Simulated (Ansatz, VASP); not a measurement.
# Two plane-wave programs on MgS

```
Mg S
1.0
     0.00000    2.60152    2.60152
     2.60152    0.00000    2.60152
     2.60152    2.60152    0.00000
Mg S
1 1
Cartesian
  0.0000 0.0000 0.0000
  2.6015 2.6015 2.6015
```

Alike in both runs: task single point; functional HSE06; k mesh 4 × 4 × 4; no spin polarisation.

```csv
,VASP,Ansatz
version,VASP 6.6.1,Ansatz 0.2.0
potentials or method,"VASP PAW PBE potentials, release 64 (Mg, S)","plane waves, PAW"
plane-wave cutoff (eV),520,420
occupations,"gaussian, width 0.01 eV",fixed
valence electrons in the cell,8,16
```

```tsv
	VASP	Ansatz	Ansatz less VASP
gap on the k mesh at the Fermi level (eV)	3.75	3.80	+0.053
pressure (GPa)	-0.4	-0.1	+0.32
```

VASP's potentials hold 8 valence electrons a cell and Ansatz's 16, so a difference there can come from the potentials and not from the codes. Ansatz's warnings: stress exchange threshold loose, stress scf threshold loose.

The k mesh is coarse, so the values compare programs but aren't converged.
